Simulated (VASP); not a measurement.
Runs of VASP 6.6.1 on Li2BrF. The structure is that of space group R-3m (No. 166), or close to it. The cells are those of the table. 

```csv
level,cell,k mesh,smearing,gap on the mesh (eV),largest force (eV/Å)
PBE,"a = 5.824 Å, angles 34.7°, 4 atoms",6 × 6 × 6,gaussian 0.01 eV,3.45,0.01
r2SCAN,"a = 5.824 Å, angles 34.7°, 4 atoms",8 × 8 × 8,gaussian 0.01 eV,4.16,0.01
PBE,"a = 5.824 Å, angles 34.7°, 4 atoms",8 × 8 × 8,fermi-dirac 0.02 eV,3.45,0.01
r2SCAN,"a = 5.824 Å, angles 34.7°, 4 atoms",8 × 8 × 8,fermi-dirac 0.02 eV,4.16,(a)
PBE,"a = 5.914 Å, angles 34.3°, 4 atoms",10 × 10 × 10,fermi-dirac 0.02 eV,3.40,-
```

Alike in all rows: task single point; potentials or basis VASP PAW PBE potentials, release 64 (F, Br, Li_sv); no spin polarisation; cutoff (eV) 520.

**Question.** Estimate the missing entries.

**Answer.** (a) 0.02.

Caveats: the PAW data sets were made with another functional, which shifts forces and pressure a little (some runs).

A k mesh can miss the band edges, and the runs leave out spin-orbit coupling on Br.
